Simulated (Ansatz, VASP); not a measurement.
One calculation of Al5Cl2, two programs

```
Al Cl
1.0
     0.20307    0.13722    5.46933
     5.65555    0.05107    0.21391
    -2.78728    4.86720    0.01648
Al Cl
5 2
Direct
  0.99798 0.00017 0.92613
  0.49784 0.99871 0.97339
  0.53003 0.48946 0.94726
  0.50208 0.99579 0.46134
  0.46998 0.50518 0.45541
  0.95791 0.34565 0.79033
  0.04418 0.66503 0.44613
```

Change from the starting cell: cell x1, atoms moved at random (sigma 0.15 Å) and cell strained at random (1.5 %), then relaxed without symmetry.

Alike in both runs: functional PBE; k mesh 4 × 6 × 6; occupations gaussian, width 0.2 eV; no spin polarisation.

Ansatz relaxed the structure, and its values are those at the end. VASP's run is a single point on that final structure, the one shown.

|  | VASP | Ansatz |
| --- | --- | --- |
| version | VASP 6.6.1 | Ansatz 0.2.0 |
| potentials or method | VASP PAW PBE potentials, release 64 (Al, Cl), cutoff 520 eV | scalar-relativistic, plane waves, PAW |
| valence electrons in the cell | 29 | 29 |

|  | VASP | Ansatz | Ansatz less VASP |
| --- | --- | --- | --- |
| gap on the k mesh at the Fermi level (eV) | none | none | - |
| pressure (GPa) | 0.0 | 0.0 | +0.06 |
| rms of the force components (eV/Å) | 0.009 | 0.008 | -0.0015 |

A gap of «none» marks a metal or a gap that the smearing closes.
